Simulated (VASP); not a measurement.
Runs of VASP 6.6.1 on Si. The structure is that of space group Fd-3m (No. 227), or close to it. The cells are those of the table. 

| task | cell | k mesh | cutoff (eV) | smearing | gap on the mesh (eV) | pressure (GPa) |
| --- | --- | --- | --- | --- | --- | --- |
| single point | a = 3.842 Å, angles 60.0°, 2 atoms | 12 × 12 × 12 | 520 | gaussian 0.02 eV | 0.46 | 0.1 |
| relaxation of cell and atoms | relaxed from a = 3.842 Å, angles 60.0°, 2 atoms | 12 × 12 × 12 | 600 | gaussian 0.01 eV | 0.46 | 0.0 |
| single point | a = 3.840 Å, angles 60.0°, 2 atoms | 6 × 6 × 6 | 520 | gaussian 0.1 eV | (a) | 0.3 |
| single point | a = 3.816 Å, angles 60.0°, 2 atoms | 12 × 12 × 12 | 520 | gaussian 0.01 eV | 0.42 | 2.1 |
| single point | a = 3.868 Å, angles 60.0°, 2 atoms | 12 × 12 × 12 | 520 | gaussian 0.01 eV | (b) | -1.7 |
| single point | a = 3.842 Å, angles 60.0°, 2 atoms | 12 × 12 × 12 | 520 | gaussian 0.01 eV | 0.46 | 0.1 |

Alike in all rows: level PBEsol; potentials or basis VASP PAW PBE potentials, release 64 (Si); no spin polarisation.

Q: Estimate the missing entries.

A: (a) 0.58; (b) 0.49.

Caveats: the PAW data sets were made with another functional, which shifts forces and pressure a little.

A k mesh can miss the band edges.
